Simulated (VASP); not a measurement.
# Ge (I4_1/amd) in VASP: a series of runs

Runs on Ge. Level: LDA. Tasks: electric field gradients.

All numbers are computed with VASP 6.6.1; they aren't measurements. Logs are shortened: lines on timing, memory, paths and dates and some standing lists are left out, and cuts for length are marked.

## (1) The cell of the first run

It takes space group I4_1/amd (No. 141, tetragonal). Conventional cell: a = 3.920 Å, b = 3.920 Å, c = 5.658 Å, α = 90.00°, β = 90.00°, γ = 90.00°. Within 3.2 Å of Ge (site symmetry -4m2) lie 4 Ge at 2.42 Å.

## (2) Electric field gradients, LDA (equal xx and yy strain of -2 %)

The input, INCAR:

```
SYSTEM = Ge
PREC     = Accurate       ! precision mode
ENCUT    = 520            ! plane-wave cutoff, eV
EDIFF    = 1E-8           ! SCF threshold, eV
ISMEAR   = -1             ! smearing method
SIGMA    = 0.05           ! smearing width, eV
LREAL    = .FALSE.        ! projectors in reciprocal space
LASPH    = .TRUE.         ! aspherical terms in the spheres
NELM     = 60             ! most SCF steps
ALGO     = Normal         ! electronic algorithm
ISIF     = 2              ! what is computed and relaxed
LWAVE    = .FALSE.        ! write WAVECAR
LCHARG   = .FALSE.        ! write CHGCAR
GGA      = CA             ! functional
LEFG     = .TRUE.       
NBANDS   = 21             ! bands
```

The input, KPOINTS:

```
Automatic mesh
0
G
  10 10 10
  0 0 0
```

The input, POSCAR:

```
Ge
1.0
    0.0000000000      2.7721946000      2.8287700000
    2.7721946000      0.0000000000      2.8287700000
    2.7721946000      2.7721946000      0.0000000000
Ge
2
Direct
    0.5000000000      0.5000000000      0.5000000000
    0.7500000000      0.7500000000      0.7500000000
```

Potentials or basis: VASP PAW LDA potentials, release 64 (Ge_d).

Run with:

```sh
> cat potpaw_LDA.64/Ge_d/POTCAR > POTCAR
> mpirun -np 1 vasp_std > vasp.out
```

OUTCAR:

```text
SYSTEM = Ge
   PREC = Accurate
   ENCUT = 520
   EDIFF = 1E-8
   ISMEAR = -1
   LREAL = .FALSE.
   LASPH = .TRUE.
   NELM = 60
   ISIF = 2
   GGA = CA

 ion  position               nearest neighbor table
   1  0.500  0.500  0.500-   2 2.42   2 2.42   2 2.42   2 2.42
   2  0.750  0.750  0.750-   1 2.42   1 2.42   1 2.42   1 2.42

  LATTYP: Found a body centered tetragonal cell.
 ALAT       =     3.9204752009
 C/A-ratio  =     1.4430750636

  Lattice vectors:

 A1 = (  -2.7721946000,   0.0000000000,   2.8287700000)
 A2 = (   2.7721946000,   0.0000000000,   2.8287700000)
 A3 = (   0.0000000000,   2.7721946000,  -2.8287700000)

Analysis of symmetry for initial positions (statically):
=====================================================================
 Subroutine PRICEL returns:
 Original cell was already a primitive cell.

 Routine SETGRP: Setting up the symmetry group for a
 body centered tetragonal supercell.

 Subroutine GETGRP returns: Found 16 space group operations
 (whereof  8 operations were pure point group operations)
 out of a pool of 16 trial point group operations.

The static configuration has the point symmetry D_2d.
 The point group associated with its full space group is D_4h.

Analysis of symmetry for dynamics (positions and initial velocities):
=====================================================================
 Subroutine PRICEL returns:
 Original cell was already a primitive cell.

 Routine SETGRP: Setting up the symmetry group for a
 body centered tetragonal supercell.

 Subroutine GETGRP returns: Found 16 space group operations
 (whereof  8 operations were pure point group operations)
 out of a pool of 16 trial point group operations.

The dynamic configuration has the point symmetry D_2d.
 The point group associated with its full space group is D_4h.

 Subroutine INISYM returns: Found 16 space group operations
 (whereof  8 operations are pure point group operations),
 and found     1 'primitive' translations

----------------------------------------------------------------------------------------

                                     Primitive cell

  volume of cell :      43.4786

  direct lattice vectors                    reciprocal lattice vectors
     0.000000000  2.772194600  2.828770000    -0.180362519  0.180362519  0.176755268
[... 117 lines left out ...]
 non-spin polarized calculation
  energy-cutoff  :      520.00
  volume of cell :       43.48
 maximum number of plane-waves:      1195
 NGX is ok and might be reduce to    30
   NGX = 15   NGY = 15   NGZ = 15

 number of electron      28.0000011 magnetization

 Free energy of the ion-electron system (eV)
  ---------------------------------------------------
  ext. energy  EPLUGINS =         0.00000000
  ---------------------------------------------------
  free energy    TOTEN  =       -10.38029958 eV

  energy without entropy =      -10.37984112  energy(sigma->0) =      -10.38007035

 E-fermi :   5.2147     XC(G=0): -10.4813

 val. band max:        5.1825121300   @ k =   0.0000   0.0000   0.0000
 cond. band min:       5.3126329742   @ k =   0.5000  -0.0000   0.0000
 fundamental gap:      0.1301208443
 Fermi energy:         5.2146938192

 k-point     1 :       0.0000    0.0000    0.0000
  band No.  band energies     occupation
      1     -19.8755      2.00000
      2     -19.8755      2.00000
      3     -19.8696      2.00000
      4     -19.8350      2.00000
      5     -19.8321      2.00000
      6     -19.6060      2.00000
[... 565 lines left out ...]
     20      16.7728      0.00000
     21      17.1915      0.00000

 [... further k-points ...]
[... 5 lines left out ...]
  --------------------------------------------------------------------------------------
  -------------------------------------------------------------------------------------
  Total        0.6176370      0.6176370      0.1830954      0.0000000      0.0000000      0.0000000
  in kB       22.7598210     22.7598210      6.7470356      0.0000000      0.0000000      0.0000000
  external PRESSURE =      17.4222259 kB  Pullay stress =       0.0000000 kB

 VOLUME and BASIS-vectors are now :
 -----------------------------------------------------------------------------
  energy-cutoff  :      520.00
  volume of cell :       43.48
      direct lattice vectors                 reciprocal lattice vectors
     0.000000000  2.772194600  2.828770000    -0.180362519  0.180362519  0.176755268
     2.772194600  0.000000000  2.828770000     0.180362519 -0.180362519  0.176755268
     2.772194600  2.772194600  0.000000000     0.180362519  0.180362519 -0.176755268

 POSITION                                       TOTAL-FORCE (eV/Angst)
 -----------------------------------------------------------------------------------
      2.77219      2.77219      2.82877        -0.000000     -0.000000     -0.000000
      4.15829      4.15829      4.24315         0.000000      0.000000      0.000000
 -----------------------------------------------------------------------------------
    total drift:                                0.000000     -0.000000      0.000000

  FREE ENERGIE OF THE ION-ELECTRON SYSTEM (eV)
  ---------------------------------------------------
  free  energy   TOTEN  =       -10.3802995772 eV

  energy  without entropy=      -10.3798411219  energy(sigma->0) =      -10.38007035

 Electric field gradients (V/A^2)
---------------------------------------------------------------------
 ion       V_xx      V_yy      V_zz      V_xy      V_xz      V_yz
---------------------------------------------------------------------
   1       0.178     0.178    -0.355     0.001     0.001     0.001
   2       0.178     0.178    -0.355     0.001     0.001     0.001
---------------------------------------------------------------------

 Electric field gradients after diagonalization (V/A^2)
 (convention: |V_zz| > |V_xx| > |V_yy|)
----------------------------------------------------------------------
 ion       V_xx      V_yy      V_zz     asymmetry (V_yy - V_xx)/ V_zz
----------------------------------------------------------------------
   1       0.179     0.177    -0.355       0.006
   2       0.179     0.177    -0.355       0.006
----------------------------------------------------------------------

           NMR quadrupolar parameters

 Cq : quadrupolar parameter    Cq=e*Q*V_zz/h
 eta: asymmetry parameters     (V_yy - V_xx)/ V_zz
 Q  : nuclear electric quadrupole moment in mb (millibarn)
----------------------------------------------------------------------
 ion       Cq(MHz)       eta       Q (mb)
----------------------------------------------------------------------
   1      -0.001       0.006       1.000
   2      -0.001       0.006       1.000
----------------------------------------------------------------------
```

OSZICAR:

```text
N       E                     dE             d eps       ncg     rms          rms(c)
DAV:   1     0.192328562214E+03    0.19233E+03   -0.14668E+04  4856   0.362E+03
DAV:   2     0.170276037927E+02   -0.17530E+03   -0.16960E+03  4294   0.621E+02
DAV:   3    -0.969248691728E+01   -0.26720E+02   -0.26559E+02  4929   0.143E+02
DAV:   4    -0.105593930980E+02   -0.86691E+00   -0.86650E+00  4804   0.301E+01
DAV:   5    -0.105732874062E+02   -0.13894E-01   -0.13894E-01  4919   0.419E+00    0.347E+00
DAV:   6    -0.104439113850E+02    0.12938E+00   -0.40313E-02  4799   0.159E+00    0.198E+00
DAV:   7    -0.103795504837E+02    0.64361E-01   -0.80371E-02  4652   0.203E+00    0.143E-01
DAV:   8    -0.103802669560E+02   -0.71647E-03   -0.58370E-03  4849   0.803E-01    0.470E-02
DAV:   9    -0.103803033799E+02   -0.36424E-04   -0.87332E-05  4986   0.888E-02    0.135E-02
DAV:  10    -0.103802996967E+02    0.36831E-05   -0.86088E-06  5791   0.424E-02    0.446E-03
DAV:  11    -0.103802995876E+02    0.10912E-06   -0.97234E-07  4657   0.820E-03    0.177E-03
DAV:  12    -0.103802995777E+02    0.99026E-08   -0.10973E-07  5835   0.548E-03    0.383E-04
DAV:  13    -0.103802995772E+02    0.48840E-09   -0.46363E-09  2982   0.598E-04
   1 F= -.10380300E+02 E0= -.10380070E+02  d E =-.458455E-03
```

stdout:

```text
POSCAR found type information on POSCAR Ge
 POSCAR found :  1 types and       2 ions
 scaLAPACK will be used
 LDA part: xc-table for (Slater(with rela. corr.)+CA(PZ))
 , standard interpolation
 POSCAR, INCAR and KPOINTS ok, starting setup
 FFT: planning ... GRIDC
 FFT: planning ... GRID_SOFT
 FFT: planning ... GRID
 WAVECAR not read
 entering main loop
ion   1

ion   2
```

It took 76 s on 1 thread of Intel Xeon Platinum 8259CL at 2.50GHz (Skylake/Cascade Lake), shared host; peak memory 0.19 GiB.

Results:

```
Free energy                             : -10.3803 eV
Pressure                                : 1.7 GPa
Band gap on the k mesh                  : 0.13 eV (least direct gap 0.17 eV)
Largest electric field gradient by atom : Ge -0.4 V/Å²
```

Electric field gradients, principal values (V/Å²):
| atom | least | middle | greatest (by size) |
| --- | --- | --- | --- |
| 1 Ge | 0.177 | 0.179 | -0.355 |
| 2 Ge | 0.177 | 0.179 | -0.355 |

Caveat: the cell differs from its parent crystal (equal xx and yy strain of -2 %); without QUAD_EFG the Cq values of the log hold for a quadrupole moment of 1 mb, not for the nuclei. A k mesh can miss the band edges.

## (3) Electric field gradients, LDA (equal xx and yy strain of -2 %)

The input, INCAR:

```
  PREC = Accurate
  ENCUT = 520
  EDIFF = 1E-8
  ISMEAR = -1
  SIGMA = 0.05
  LREAL = F
  LASPH = T
  NELM = 100
  ALGO = Normal
  ISIF = 2
  LWAVE = F
  LCHARG = F
  GGA = CA
  LEFG = T
  NBANDS = 21
```

The input, KPOINTS:

```
Automatic mesh
0
Gamma
  10 10 10
```

POSCAR is that of step 2.

Potentials or basis: VASP PAW LDA potentials, release 64 (Ge_d).

Run with:

```sh
> cat potpaw_LDA.64/Ge_d/POTCAR > POTCAR
> mpirun -np 1 vasp_std > vasp.out
```

OUTCAR:

```text
PREC = Accurate
   ENCUT = 520
   EDIFF = 1E-8
   ISMEAR = -1
   LREAL = F
   LASPH = T
   NELM = 100
   ISIF = 2
   GGA = CA

 ion  position               nearest neighbor table
   1  0.500  0.500  0.500-   2 2.42   2 2.42   2 2.42   2 2.42
   2  0.750  0.750  0.750-   1 2.42   1 2.42   1 2.42   1 2.42

  LATTYP: Found a body centered tetragonal cell.
 ALAT       =     3.9204752009
 C/A-ratio  =     1.4430750636

  Lattice vectors:

 A1 = (  -2.7721946000,   0.0000000000,   2.8287700000)
 A2 = (   2.7721946000,   0.0000000000,   2.8287700000)
 A3 = (   0.0000000000,   2.7721946000,  -2.8287700000)
[... 790 lines left out ...]
  free  energy   TOTEN  =       -10.3802995772 eV

  energy  without entropy=      -10.3798411219  energy(sigma->0) =      -10.38007035

 Electric field gradients (V/A^2)
---------------------------------------------------------------------
 ion       V_xx      V_yy      V_zz      V_xy      V_xz      V_yz
---------------------------------------------------------------------
   1       0.178     0.178    -0.355     0.001     0.001     0.001
   2       0.178     0.178    -0.355     0.001     0.001     0.001
---------------------------------------------------------------------

 Electric field gradients after diagonalization (V/A^2)
 (convention: |V_zz| > |V_xx| > |V_yy|)
----------------------------------------------------------------------
 ion       V_xx      V_yy      V_zz     asymmetry (V_yy - V_xx)/ V_zz
----------------------------------------------------------------------
   1       0.179     0.177    -0.355       0.006
   2       0.179     0.177    -0.355       0.006
----------------------------------------------------------------------

           NMR quadrupolar parameters

 Cq : quadrupolar parameter    Cq=e*Q*V_zz/h
 eta: asymmetry parameters     (V_yy - V_xx)/ V_zz
 Q  : nuclear electric quadrupole moment in mb (millibarn)
----------------------------------------------------------------------
 ion       Cq(MHz)       eta       Q (mb)
----------------------------------------------------------------------
   1      -0.001       0.006       1.000
   2      -0.001       0.006       1.000
----------------------------------------------------------------------
```

OSZICAR:

```text
N       E                     dE             d eps       ncg     rms          rms(c)
DAV:   1     0.192328562214E+03    0.19233E+03   -0.14668E+04  4856   0.362E+03
DAV:   2     0.170276037927E+02   -0.17530E+03   -0.16960E+03  4294   0.621E+02
DAV:   3    -0.969248691728E+01   -0.26720E+02   -0.26559E+02  4929   0.143E+02
DAV:   4    -0.105593930980E+02   -0.86691E+00   -0.86650E+00  4804   0.301E+01
DAV:   5    -0.105732874062E+02   -0.13894E-01   -0.13894E-01  4919   0.419E+00    0.347E+00
DAV:   6    -0.104439113850E+02    0.12938E+00   -0.40313E-02  4799   0.159E+00    0.198E+00
DAV:   7    -0.103795504837E+02    0.64361E-01   -0.80371E-02  4652   0.203E+00    0.143E-01
DAV:   8    -0.103802669560E+02   -0.71647E-03   -0.58370E-03  4849   0.803E-01    0.470E-02
DAV:   9    -0.103803033799E+02   -0.36424E-04   -0.87332E-05  4986   0.888E-02    0.135E-02
DAV:  10    -0.103802996967E+02    0.36831E-05   -0.86088E-06  5791   0.424E-02    0.446E-03
DAV:  11    -0.103802995876E+02    0.10912E-06   -0.97234E-07  4657   0.820E-03    0.177E-03
DAV:  12    -0.103802995777E+02    0.99026E-08   -0.10973E-07  5835   0.548E-03    0.383E-04
DAV:  13    -0.103802995772E+02    0.48840E-09   -0.46363E-09  2982   0.598E-04
   1 F= -.10380300E+02 E0= -.10380070E+02  d E =-.458455E-03
```

stdout:

```text
POSCAR found type information on POSCAR Ge
 POSCAR found :  1 types and       2 ions
 scaLAPACK will be used
 LDA part: xc-table for (Slater(with rela. corr.)+CA(PZ))
 , standard interpolation
 POSCAR, INCAR and KPOINTS ok, starting setup
 FFT: planning ... GRIDC
 FFT: planning ... GRID_SOFT
 FFT: planning ... GRID
 WAVECAR not read
 entering main loop
ion   1

ion   2
```

Wall time 74 s (1 thread of Intel Xeon Platinum 8259CL at 2.50GHz (Skylake/Cascade Lake), shared host); peak memory 0.19 GiB.

Results:

```yaml
Free_energy: -10.3803 eV
Pressure: 1.7 GPa
Band_gap_on_the_k_mesh: 0.13 eV (least direct gap 0.17 eV)
Largest_electric_field_gradient_by_atom: Ge -0.4 V/Å²
```

Electric field gradients, principal values (V/Å²):
```
atom  least  middle  greatest (by size)
1 Ge  0.177   0.179              -0.355
2 Ge  0.177   0.179              -0.355
```

Caveat: the cell differs from its parent crystal (equal xx and yy strain of -2 %); without QUAD_EFG the Cq values of the log hold for a quadrupole moment of 1 mb, not for the nuclei. A k mesh can miss the band edges.
